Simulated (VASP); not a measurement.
# Pb (C2/m) in VASP: a series of runs, part 2 of 2

VASP 6.6.1.

### 5 Single point, LDA (31.77 Å³/atom)

This run uses another cell than the first one, of 31.77 Å³/atom.

The input, INCAR:

```
SYSTEM = Pb
ALGO = Fast
EDIFF = 1E-7
ENCUT = 520
ISIF = 2
ISMEAR = -1
LASPH = .TRUE.
LCHARG = .FALSE.
LREAL = .FALSE.
LWAVE = .FALSE.
NBANDS = 21
NELM = 80
PREC = Accurate
SIGMA = 0.05
```

The input, KPOINTS:

```
k-points
0
G
  9 9 5
  0 0 0
```

The input, POSCAR:

```
Pb
1.0
    3.0182128647     -1.7385724922      0.0000000000
    3.0182128647      1.7385724922      0.0000000000
   -2.1012644739      0.0000000000      6.0543160853
Pb
2
Direct
    0.9085084100      0.9085084100      0.7262922000
    0.0914915900      0.0914915900      0.2737078000
```

Potentials or basis: VASP PAW LDA potentials, release 64 (Pb_d).

Command:

```console
$ cat potpaw_LDA.64/Pb_d/POTCAR > POTCAR
$ mpirun -np 1 vasp_std > vasp.out
```

OUTCAR:

```text
SYSTEM = Pb
   EDIFF = 1E-7
   ENCUT = 520
   ISIF = 2
   ISMEAR = -1
   LASPH = .TRUE.
   LREAL = .FALSE.
   NELM = 80
   PREC = Accurate

 ion  position               nearest neighbor table
   1  0.909  0.909  0.726-   2 3.31   2 3.38   2 3.38   2 3.43
   2  0.091  0.091  0.274-   1 3.31   1 3.38   1 3.38   1 3.43

  LATTYP: Found a base centered monoclinic cell.
 ALAT       =     6.0364257294
 B/A-ratio  =     0.5760271293
 C/A-ratio  =     1.0616534713
 COS(beta)  =    -0.3278823751

  Lattice vectors:

 A1 = (   3.0182128647,  -1.7385724922,   0.0000000000)
 A2 = (   3.0182128647,   1.7385724922,   0.0000000000)
 A3 = (  -2.1012644739,   0.0000000000,   6.0543160853)

Analysis of symmetry for initial positions (statically):
=====================================================================
 Subroutine PRICEL returns:
 Original cell was already a primitive cell.

 Routine SETGRP: Setting up the symmetry group for a
 base centered monoclinic supercell.

 Subroutine GETGRP returns: Found  4 space group operations
 (whereof  4 operations were pure point group operations)
 out of a pool of  4 trial point group operations.

The static configuration has the point symmetry C_2h.

Analysis of symmetry for dynamics (positions and initial velocities):
=====================================================================
 Subroutine PRICEL returns:
 Original cell was already a primitive cell.

 Routine SETGRP: Setting up the symmetry group for a
 base centered monoclinic supercell.

 Subroutine GETGRP returns: Found  4 space group operations
 (whereof  4 operations were pure point group operations)
 out of a pool of  4 trial point group operations.

The dynamic configuration has the point symmetry C_2h.

 Subroutine INISYM returns: Found  4 space group operations
 (whereof  4 operations are pure point group operations),
 and found     1 'primitive' translations

[... 111 lines left out ...]
   IALGO  =     68    algorithm
   IMIX   =      4    mixing-type and parameters
     AMIX     =   0.40;   BMIX     =  1.00
     AMIX_MAG =   1.60;   BMIX_MAG =  1.00
  volume/ion in A,a.u.               =      31.77       214.39
  Fermi-wavevector in a.u.,A,eV,Ry     =   1.245800  2.354220 21.116475  1.552017
  Thomas-Fermi vector in A             =   2.380006
   LORBIT       =      0    0 simple, 1 ext, 2 COOP (PROOUT), +10 PAW based schemes
   GGA     = CA    functional components
   LHFCALC =     F    Hartree Fock is set to
   AEXX    =    0.0000 exact exchange contribution
   IVDW    =     0    specifies the selected vdW correction
   LEPSILON=     F    determine dielectric tensor
   LRPA    =     F    only Hartree local field effects (RPA)
 non-spin polarized calculation
 RMM-DIIS sequential band-by-band and
  energy-cutoff  :      520.00
  volume of cell :       63.54
 maximum number of plane-waves:      1732
 NGX is ok and might be reduce to    28
   NGX = 13   NGY = 13   NGZ = 23

 number of electron      27.9999998 magnetization

 Free energy of the ion-electron system (eV)
  ---------------------------------------------------
  ext. energy  EPLUGINS =         0.00000000
  ---------------------------------------------------
  free energy    TOTEN  =        -8.36726256 eV

  energy without entropy =       -8.35927362  energy(sigma->0) =       -8.36326809

 E-fermi :   6.4181     XC(G=0): -10.1880

 val. band max:        6.4144452270   @ k =   0.3333   0.2222   0.0000
 cond. band min:       6.4541321188   @ k =  -0.3333  -0.4444   0.4000
 fundamental gap:      0.0396868918
 Fermi energy:         6.4181112659

 k-point     1 :       0.0000    0.0000    0.0000
  band No.  band energies     occupation
      1     -10.6371      2.00000
      2     -10.5098      2.00000
      3     -10.5097      2.00000
      4     -10.5068      2.00000
      5     -10.5054      2.00000
      6     -10.4931      2.00000
[... 565 lines left out ...]
     20      13.7200      0.00000
     21      15.3954      0.00000

 [... further k-points ...]

------------------------ aborting loop because EDIFF is reached ----------------------------------------

  FORCE on cell =-STRESS in cart. coord.  units (eV):
  Direction    XX          YY          ZZ          XY          YZ          ZX
  --------------------------------------------------------------------------------------
  -------------------------------------------------------------------------------------
  Total       -0.9471244     -0.9414680     -0.9892219      0.0000000      0.0000000      0.0026376
  in kB      -23.8825042    -23.7398721    -24.9440263      0.0000000      0.0000000      0.0665099
  external PRESSURE =     -24.1888009 kB  Pullay stress =       0.0000000 kB

 VOLUME and BASIS-vectors are now :
 -----------------------------------------------------------------------------
  energy-cutoff  :      520.00
  volume of cell :       63.54
      direct lattice vectors                 reciprocal lattice vectors
     3.018212865 -1.738572492  0.000000000     0.165660947 -0.287592264  0.057495753
     3.018212865  1.738572492  0.000000000     0.165660947  0.287592264  0.057495753
    -2.101264474  0.000000000  6.054316085     0.000000000  0.000000000  0.165171422

 POSITION                                       TOTAL-FORCE (eV/Angst)
 -----------------------------------------------------------------------------------
      3.95801      0.00000      4.39720         0.025661      0.000000     -0.134771
     -0.02285      0.00000      1.65711        -0.025661      0.000000      0.134771
 -----------------------------------------------------------------------------------
    total drift:                                0.000000      0.000000     -0.000000

  FREE ENERGIE OF THE ION-ELECTRON SYSTEM (eV)
  ---------------------------------------------------
  free  energy   TOTEN  =        -8.3672625609 eV

  energy  without entropy=       -8.3592736228  energy(sigma->0) =       -8.36326809
```

OSZICAR:

```text
N       E                     dE             d eps       ncg     rms          rms(c)
DAV:   1     0.293824078571E+03    0.29382E+03   -0.14157E+04  4830   0.160E+03
DAV:   2     0.128375864552E+02   -0.28099E+03   -0.27434E+03  4860   0.403E+02
DAV:   3    -0.771637261771E+01   -0.20554E+02   -0.20351E+02  5908   0.135E+02
DAV:   4    -0.837081889269E+01   -0.65445E+00   -0.65411E+00  5739   0.278E+01
DAV:   5    -0.840333384894E+01   -0.32515E-01   -0.32514E-01  6394   0.566E+00    0.825E-01
RMM:   6    -0.837417588969E+01    0.29158E-01   -0.38988E-02  5592   0.228E+00    0.424E-01
RMM:   7    -0.836709114380E+01    0.70847E-02   -0.25761E-02  5254   0.145E+00    0.137E-01
RMM:   8    -0.836702745123E+01    0.63693E-04   -0.60916E-03  7012   0.103E+00    0.260E-02
RMM:   9    -0.836723153062E+01   -0.20408E-03   -0.22724E-03  7181   0.377E-01    0.170E-02
RMM:  10    -0.836725440653E+01   -0.22876E-04   -0.27051E-04  7468   0.163E-01    0.103E-02
RMM:  11    -0.836726285319E+01   -0.84467E-05   -0.80662E-05  7282   0.676E-02    0.525E-03
RMM:  12    -0.836726219535E+01    0.65785E-06   -0.97048E-06  6500   0.314E-02    0.953E-04
RMM:  13    -0.836726251764E+01   -0.32229E-06   -0.37264E-06  7162   0.159E-02    0.759E-04
RMM:  14    -0.836726256092E+01   -0.43286E-07   -0.66998E-07  4639   0.877E-03
   1 F= -.83672626E+01 E0= -.83632681E+01  d E =-.798894E-02
```

stdout:

```text
POSCAR found type information on POSCAR Pb
 POSCAR found :  1 types and       2 ions
 scaLAPACK will be used
 LDA part: xc-table for (Slater(with rela. corr.)+CA(PZ))
 , standard interpolation
 POSCAR, INCAR and KPOINTS ok, starting setup
 FFT: planning ... GRIDC
 FFT: planning ... GRID_SOFT
 FFT: planning ... GRID
 WAVECAR not read
 entering main loop
```

Run time: 80 s. Hardware: 1 thread of Intel Xeon Platinum 8488C (Sapphire Rapids), shared host; peak memory 0.24 GiB.

Results:

```
Free energy            : -8.3673 eV
Pressure               : -2.4 GPa
Largest force          : 0.137 eV/Å
Band gap on the k mesh : zero (bands 14 and 15 overlap by 7.71 eV)
```

Forces on the atoms (eV/Å):
```
Pb   0.026  0.000 -0.135
Pb  -0.026  0.000  0.135
```

Levels at points of the mesh, in eV from the Fermi level:
| k point | band 12 | band 13 | band 14 | band 15 | band 16 | band 17 |
| --- | --- | --- | --- | --- | --- | --- |
| (0.00, 0.00, 0.00) | -8.41 | -4.04 | 6.32 | 6.53 | 6.58 | 6.63 |

Caveat: spin-orbit coupling is left out, which moves the levels of the heavy elements.

### 6 Overview

```csv
level,potentials or basis,cell,k mesh,grid for exact exchange (PRECFOCK),share of exact exchange,gap on the mesh (eV),pressure (GPa),largest force (eV/Å)
PBE0,"VASP PAW PBE potentials, release 64 (Pb_d)","a = 3.507, b = 3.507, c = 6.452 Å, angles 106.5, 106.5, 59.9°, 2 atoms",4 × 4 × 2,Normal,0.25,none,-0.6,0.34
PBE0,"VASP PAW PBE potentials, release 64 (Pb_d)","a = 3.530, b = 3.530, c = 6.495 Å, angles 106.5, 106.5, 59.9°, 2 atoms",4 × 4 × 2,Normal,0.25,none,-1.1,0.47
LDA,"VASP PAW LDA potentials, release 64 (Pb_d)","a = 3.435, b = 3.435, c = 6.320 Å, angles 106.5, 106.5, 59.9°, 2 atoms",9 × 9 × 5,-,-,none,-0.6,0.06
LDA,"VASP PAW LDA potentials, release 64 (Pb_d)","a = 3.483, b = 3.483, c = 6.409 Å, angles 106.5, 106.5, 59.9°, 2 atoms",9 × 9 × 5,-,-,none,-2.4,0.14
```

Alike in all rows: task single point; no spin polarisation; cutoff (eV) 520; smearing fermi-dirac 0.05 eV.

Caveats: some runs use coarse meshes; spin-orbit coupling is left out, which moves the levels of the heavy elements; the PAW data sets were made with another functional, which shifts forces and pressure a little (at least some runs).

Absolute energies hang on the potentials; compare differences alone.

The gap in the log of VASP goes by the Fermi energy; the results here count the filled bands.